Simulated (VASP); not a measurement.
# ZrB (I4/mmm) in VASP: further runs

The runs below take ZrB through single point, with PBEsol.

Everything below comes from runs of VASP 6.6.1. Logs are shortened: lines on timing, memory, paths and dates and some standing lists are left out, and cuts for length are marked.

### 1 The cell of the first run

Symmetry: I4/mmm, No. 139, tetragonal system. The conventional cell has a = 3.438 Å, b = 3.438 Å, c = 4.959 Å, α = 90.00°, β = 90.00°, γ = 90.00°. Zr (site symmetry 4/mmm) has 6 B at 2.43 to 2.48 Å within 3.2 Å. B (site symmetry 4/mmm) has 6 Zr at 2.43 to 2.48 Å within 3.2 Å.

### 2 Single point, PBEsol (strain along c alone, the other axes held: +2.0 %)

INCAR reads:

```
PREC     = Accurate       # precision mode
ENCUT    = 520            # plane-wave cutoff, eV
EDIFF    = 1E-6           # SCF threshold, eV
ISMEAR   = 0              # smearing method
SIGMA    = 0.1            # smearing width, eV
LREAL    = False          # projectors in reciprocal space
LASPH    = True           # aspherical terms in the spheres
NELM     = 60             # most SCF steps
ALGO     = Normal         # electronic algorithm
ISIF     = 2              # what is computed and relaxed
LWAVE    = False          # write WAVECAR
LCHARG   = True           # write CHGCAR
GGA      = PS             # functional
LELF     = True           # ELF
LVHAR    = True         
NBANDS   = 23             # bands
```

KPOINTS reads:

```
Automatic mesh
0
Gamma
  16 16 12
```

POSCAR reads:

```
ZrB
1.0
    2.4311025527      2.4311025527      0.0000000000
   -2.4311025527      2.4311025527      0.0000000000
    0.0000000000      0.0000000000      4.9594492076
Zr B
2 2
Direct
    0.0000000000      0.0000000000      0.0000000000
    0.5000000000      0.5000000000      0.5000000000
    0.5000000000      0.5000000000      0.0000000000
    0.0000000000      0.0000000000      0.5000000000
```

Potentials or basis: VASP PAW PBE potentials, release 64 (Zr_sv, B).

Run with:

```bash
$ cat potpaw_PBE.64/Zr_sv/POTCAR potpaw_PBE.64/B/POTCAR > POTCAR
$ mpirun -np 1 vasp_std > vasp.out
```

OUTCAR:

```text
PREC = Accurate
   ENCUT = 520
   EDIFF = 1E-6
   ISMEAR = 0
   LREAL = False
   LASPH = True
   NELM = 60
   ISIF = 2
   GGA = PS

 ion  position               nearest neighbor table
   1  0.000  0.000  0.000-   3 2.43   3 2.43   3 2.43   3 2.43   4 2.48   4 2.48   2 3.47   2 3.47
                             2 3.47   2 3.47   2 3.47   2 3.47   2 3.47   2 3.47
   2  0.500  0.500  0.500-   4 2.43   4 2.43   4 2.43   4 2.43   3 2.48   3 2.48   1 3.47   1 3.47
                             1 3.47   1 3.47   1 3.47   1 3.47   1 3.47   1 3.47
   3  0.500  0.500  0.000-   1 2.43   1 2.43   1 2.43   1 2.43   2 2.48   2 2.48
   4  0.000  0.000  0.500-   2 2.43   2 2.43   2 2.43   2 2.43   1 2.48   1 2.48

  LATTYP: Found a simple tetragonal cell.
 ALAT       =     3.4380982015
 C/A-ratio  =     1.4424978336

  Lattice vectors:

 A1 = (   2.4311025527,   2.4311025527,   0.0000000000)
 A2 = (  -2.4311025527,   2.4311025527,   0.0000000000)
 A3 = (   0.0000000000,   0.0000000000,   4.9594492076)

Analysis of symmetry for initial positions (statically):
=====================================================================
 Subroutine PRICEL returns following result:

  LATTYP: Found a body centered tetragonal cell.
 ALAT       =     3.4380982015
 C/A-ratio  =     1.4424978336

  Lattice vectors:

 A1 = (   2.4311025527,   0.0000000000,  -2.4797246038)
 A2 = (  -2.4311025527,   0.0000000000,  -2.4797246038)
 A3 = (   0.0000000000,   2.4311025527,   2.4797246038)

   2 primitive cells build up your supercell.

 Routine SETGRP: Setting up the symmetry group for a
 simple tetragonal supercell.

 Subroutine GETGRP returns: Found 16 space group operations
 (whereof 16 operations were pure point group operations)
 out of a pool of 16 trial point group operations.

The static configuration has the point symmetry D_4h.

Analysis of symmetry for dynamics (positions and initial velocities):
=====================================================================
 Subroutine PRICEL returns following result:

  LATTYP: Found a body centered tetragonal cell.
 ALAT       =     3.4380982015
 C/A-ratio  =     1.4424978336

  Lattice vectors:

 A1 = (   2.4311025527,   0.0000000000,  -2.4797246038)
 A2 = (  -2.4311025527,   0.0000000000,  -2.4797246038)
 A3 = (   0.0000000000,   2.4311025527,   2.4797246038)

   2 primitive cells build up your supercell.

 Routine SETGRP: Setting up the symmetry group for a
 simple tetragonal supercell.

 Subroutine GETGRP returns: Found 16 space group operations
 (whereof 16 operations were pure point group operations)
 out of a pool of 16 trial point group operations.

The dynamic configuration has the point symmetry D_4h.

 Subroutine INISYM returns: Found 16 space group operations
 (whereof 16 operations are pure point group operations),
 and found     2 'primitive' translations

----------------------------------------------------------------------------------------

                                     Primitive cell

  volume of cell :      29.3116

  direct lattice vectors                    reciprocal lattice vectors
     2.431102553  0.000000000 -2.479724604     0.205668000  0.205668000 -0.201635294
    -2.431102553  0.000000000 -2.479724604    -0.205668000  0.205668000 -0.201635294
     0.000000000  2.431102553  2.479724604     0.000000000  0.411336000  0.000000000

  length of vectors
     3.472649382  3.472649382  3.472649382     0.353914459  0.353914459  0.411336000

  position of ions in fractional coordinates (direct lattice)
     0.000000000  0.000000000  0.000000000
     0.500000000  0.500000000  0.000000000

  ion indices of the primitive-cell ions
   primitive index   ion index
                 1           1
                 2           4

----------------------------------------------------------------------------------------

 KPOINTS: Automatic mesh

Automatic generation of k-mesh.
 Grid dimensions read from file:
 generate k-points for:   16   16   12

 Generating k-lattice:

  Cartesian coordinates                     Fractional coordinates (reciprocal lattice)
     0.012854250  0.012854250  0.000000000     0.062500000  0.000000000  0.000000000
    -0.012854250  0.012854250  0.000000000     0.000000000  0.062500000  0.000000000
     0.000000000  0.000000000  0.016802941     0.000000000  0.000000000  0.083333333

  Length of vectors
     0.018178655  0.018178655  0.016802941

  Shift w.r.t. Gamma in fractional coordinates (k-lattice)
     0.000000000  0.000000000  0.000000000

 Subroutine IBZKPT returns following result:
 ===========================================

 Found    315 irreducible k-points:

 Following reciprocal coordinates:
            Coordinates               Weight
  0.000000  0.000000  0.000000      1.000000
  0.062500  0.000000  0.000000      4.000000
  0.125000  0.000000  0.000000      4.000000
  0.187500  0.000000  0.000000      4.000000
  0.250000  0.000000  0.000000      4.000000
  0.312500  0.000000  0.000000      4.000000
[... 16 lines left out ...]
  0.437500  0.125000  0.000000      8.000000
  0.500000  0.125000  0.000000      4.000000
 [... further k-points ...]
   k-points           NKPTS =    315   k-points in BZ     NKDIM =    315   number of bands    NBANDS=     23
   number of dos      NEDOS =    301   number of ions     NIONS =      4
   total plane-waves  NPLWV =  31360
   dimension x,y,z NGX =    28 NGY =   28 NGZ =   40
   dimension x,y,z NGXF=    56 NGYF=   56 NGZF=   80
   ions per type =               2   2
   NGX,Y,Z   is equivalent  to a cutoff of  13.54, 13.54, 13.41 a.u.
   NGXF,Y,Z  is equivalent  to a cutoff of  27.08, 27.08, 26.82 a.u.
 SYSTEM =  unknown system
   PREC   = accura    normal or accurate (medium, high low for compatibility)
   ISTART =      0    job   : 0-new  1-cont  2-samecut
   ICHARG =      2    charge: 1-file 2-atom 10-const
   ISPIN  =      1    spin polarized calculation?
   LNONCOLLINEAR =      F non collinear calculations
   LSORBIT =      F    spin-orbit coupling
   LASPH  =      T    aspherical Exc in radial PAW
   ENCUT  =  520.0 eV  38.22 Ry    6.18 a.u.   6.39  6.39  9.22*2*pi/ulx,y,z
   NELM   =     60;   NELMIN=  2; NELMDL= -5     # of ELM steps
   EDIFF  = 0.1E-05   stopping-criterion for ELM
   LREAL  =      F    real-space projection
   EDIFFG = 0.1E-04   stopping-criterion for IOM
   NSW    =      0    number of steps for IOM
   IBRION =     -1    ionic relax: 0-MD 1-quasi-New 2-CG
   NFREE  =      0    steps in history (QN), initial steepest desc. (CG)
   ISIF   =      2    stress and relaxation
   ISYM   =      2    0-nonsym 1-usesym 2-fastsym
   POTIM  = 0.5000    time-step for ionic-motion
   TEBEG  =    0.0;   TEEND  =   0.0 temperature during run
   PSTRESS=    0.0 pullay stress
   NELECT =      30.0000    total number of electrons
   NUPDOWN=      -1.0000    fix difference up-down
   EMIN   =  10.00;   EMAX   =-10.00  energy-range for DOS
   EFERMI =   0.00;   METHOD = LEGACY
   ISMEAR =     0;   SIGMA  =   0.10  broadening in eV -4-tet -1-fermi 0-gaus
   EFERMI_NEDOS =   21; number of points for ismear=-14 and -15
   IALGO  =     38    algorithm
   IMIX   =      4    mixing-type and parameters
     AMIX     =   0.40;   BMIX     =  1.00
     AMIX_MAG =   1.60;   BMIX_MAG =  1.00
  volume/ion in A,a.u.               =      14.66        98.90
  Fermi-wavevector in a.u.,A,eV,Ry     =   1.309459  2.474519 23.329678  1.714683
  Thomas-Fermi vector in A             =   2.440056
   LORBIT       =      0    0 simple, 1 ext, 2 COOP (PROOUT), +10 PAW based schemes
   GGA     = PS    functional components
   LHFCALC =     F    Hartree Fock is set to
   AEXX    =    0.0000 exact exchange contribution
   IVDW    =     0    specifies the selected vdW correction
   LEPSILON=     F    determine dielectric tensor
   LRPA    =     F    only Hartree local field effects (RPA)
 non-spin polarized calculation
 Gauss-broadening in eV      SIGMA  =   0.10
  energy-cutoff  :      520.00
  volume of cell :       58.62
 maximum number of plane-waves:      1610
 NGX is ok and might be reduce to    28
   NGX = 13   NGY = 13   NGZ = 19

 number of electron      30.0000001 magnetization

 Free energy of the ion-electron system (eV)
  ---------------------------------------------------
  ext. energy  EPLUGINS =         0.00000000
  ---------------------------------------------------
  free energy    TOTEN  =       -33.82331900 eV

  energy without entropy =      -33.81093325  energy(sigma->0) =      -33.81712612

 E-fermi :   7.3964     XC(G=0): -11.6137

 val. band max:        7.3945827533   @ k =   0.2500   0.0625   0.1667
 cond. band min:       7.4034033078   @ k =   0.2500   0.0000   0.2500
 fundamental gap:      0.0088205544
 Fermi energy:         7.3964280829

 k-point     1 :       0.0000    0.0000    0.0000
  band No.  band energies     occupation
      1     -39.9373      2.00000
      2     -39.8602      2.00000
      3     -18.2935      2.00000
      4     -17.9745      2.00000
      5     -17.9745      2.00000
      6     -17.7946      2.00000
[... 15 lines left out ...]
     22      10.9068      0.00000
     23      11.9807      0.00000

 k-point     2 :       0.0625    0.0000    0.0000
  band No.  band energies     occupation
      1     -39.9357      2.00000
      2     -39.8601      2.00000
      3     -18.2877      2.00000
      4     -17.9851      2.00000
      5     -17.9712      2.00000
      6     -17.8043      2.00000
[... 15 lines left out ...]
     22      11.8152      0.00000
     23      12.3491      0.00000

 k-point     3 :       0.1250    0.0000    0.0000
  band No.  band energies     occupation
      1     -39.9312      2.00000
      2     -39.8599      2.00000
      3     -18.2707      2.00000
      4     -18.0150      2.00000
      5     -17.9615      2.00000
      6     -17.8458      2.00000
[... 15 lines left out ...]
     22      12.9215      0.00000
     23      13.0013      0.00000
[... 495 lines left out ...]
 k-point    23 :       0.4375    0.1250    0.0000
  band No.  band energies     occupation
      1     -39.8815      2.00000
      2     -39.8675      2.00000
      3     -18.2089      2.00000
      4     -18.1778      2.00000
      5     -18.0579      2.00000
      6     -17.9674      2.00000
[... 15 lines left out ...]
     22      13.5560      0.00000
     23      13.9129      0.00000

 k-point    24 :       0.5000    0.1250    0.0000
  band No.  band energies     occupation
      1     -39.8737      2.00000
      2     -39.8737      2.00000
      3     -18.2050      2.00000
      4     -18.2050      2.00000
      5     -18.0115      2.00000
      6     -18.0115      2.00000
[... 15 lines left out ...]
     22      13.5074      0.00000
     23      13.9817      0.00000

 [... further k-points ...]
[... 5 lines left out ...]
  --------------------------------------------------------------------------------------
  -------------------------------------------------------------------------------------
  Total       -0.3275933     -0.3275933     -2.5127798      0.0000000     -0.0000000      0.0000000
  in kB       -8.9531451     -8.9531451    -68.6744208      0.0000000     -0.0000000      0.0000000
  external PRESSURE =     -28.8602370 kB  Pullay stress =       0.0000000 kB

 VOLUME and BASIS-vectors are now :
 -----------------------------------------------------------------------------
  energy-cutoff  :      520.00
  volume of cell :       58.62
      direct lattice vectors                 reciprocal lattice vectors
     2.431102553  2.431102553  0.000000000     0.205668000  0.205668000  0.000000000
    -2.431102553  2.431102553  0.000000000    -0.205668000  0.205668000  0.000000000
     0.000000000  0.000000000  4.959449208     0.000000000  0.000000000  0.201635294

 POSITION                                       TOTAL-FORCE (eV/Angst)
 -----------------------------------------------------------------------------------
      0.00000      0.00000      0.00000        -0.000000      0.000000     -0.000000
      0.00000      2.43110      2.47972         0.000000     -0.000000      0.000000
      0.00000      2.43110      0.00000        -0.000000      0.000000     -0.000000
      0.00000      0.00000      2.47972        -0.000000      0.000000     -0.000000
 -----------------------------------------------------------------------------------
    total drift:                               -0.000000      0.000000      0.000000

  FREE ENERGIE OF THE ION-ELECTRON SYSTEM (eV)
  ---------------------------------------------------
  free  energy   TOTEN  =       -33.8233189989 eV

  energy  without entropy=      -33.8109332490  energy(sigma->0) =      -33.81712612
```

It used 160 s of CPU time on 1 thread of Intel(R) Xeon(R) 6975P-C (Granite Rapids), with other jobs on the host.

What came out:

* Free energy: -33.8233 eV
* Pressure: -2.9 GPa
* Band gap on the k mesh: zero (band 15 reaches 9.41 eV, above the bottom of band 16 at 6.26 eV)

Stress tensor (GPa, compression positive):
```
-0.90  0.00  0.00
 0.00 -0.90  0.00
 0.00  0.00 -6.87
```

Levels at points of the mesh, in eV from the Fermi level:
| k point | band 12 | band 13 | band 14 | band 15 | band 16 | band 17 | band 18 | band 19 | band 20 | band 21 |
| --- | --- | --- | --- | --- | --- | --- | --- | --- | --- | --- |
| (0.00, 0.00, 0.00) | -0.81 | 1.60 | 1.79 | 1.79 | 2.17 | 2.17 | 3.06 | 3.25 | 3.41 | 3.51 |
| (0.50, 0.00, 0.00) | -2.46 | -1.00 | -1.00 | -0.78 | -0.78 | 3.63 | 3.63 | 5.23 | 5.23 | 5.99 |
| (0.50, 0.50, 0.00) | -0.82 | -0.69 | -0.69 | 2.02 | 2.02 | 2.08 | 2.08 | 4.60 | 4.60 | 5.68 |
| (0.00, 0.00, 0.50) | -1.46 | 0.18 | 0.18 | 1.44 | 1.44 | 1.44 | 1.44 | 3.86 | 3.86 | 5.65 |
| (0.50, 0.00, 0.50) | -3.83 | -1.19 | -1.19 | -1.14 | -1.14 | 4.79 | 4.79 | 4.90 | 4.90 | 6.13 |
| (0.50, 0.50, 0.50) | -1.00 | -1.00 | -1.00 | -0.82 | -0.82 | 4.31 | 4.31 | 4.31 | 4.31 | 5.86 |

Caveat: the cell differs from its parent crystal (strain along c alone, the other axes held: +2.0 %); the PAW data sets were made with another functional, which shifts forces and pressure a little.

[end of part 1 of 3]
